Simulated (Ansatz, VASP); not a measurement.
# BN: VASP beside Ansatz

```
B N
1.0
     0.00000    1.81235    1.81235
     1.81235    0.00000    1.81235
     1.81235    1.81235    0.00000
B N
1 1
Cartesian
  0.0000 0.0000 0.0000
  0.9062 0.9062 0.9062
```

Alike in both runs: task electric field gradients; functional PBE; k mesh 16 × 16 × 16; occupations fermi-dirac, width 0.03 eV; no spin polarisation.

|  | VASP | Ansatz |
| --- | --- | --- |
| version | VASP 6.6.1 | Ansatz 0.2.0 |
| potentials or method | VASP PAW PBE potentials, release 64 (B, N) | PAW with Ansatz's default frozen-core files, scalar-relativistic |
| plane-wave cutoff (eV) | 520 | 420 |
| valence electrons in the cell | 8 | 8 |

```tsv
	VASP	Ansatz	Ansatz less VASP
gap on the k mesh at the Fermi level (eV)	4.45	4.46	+0.012
pressure (GPa)	0.2	0.0	-0.24
```
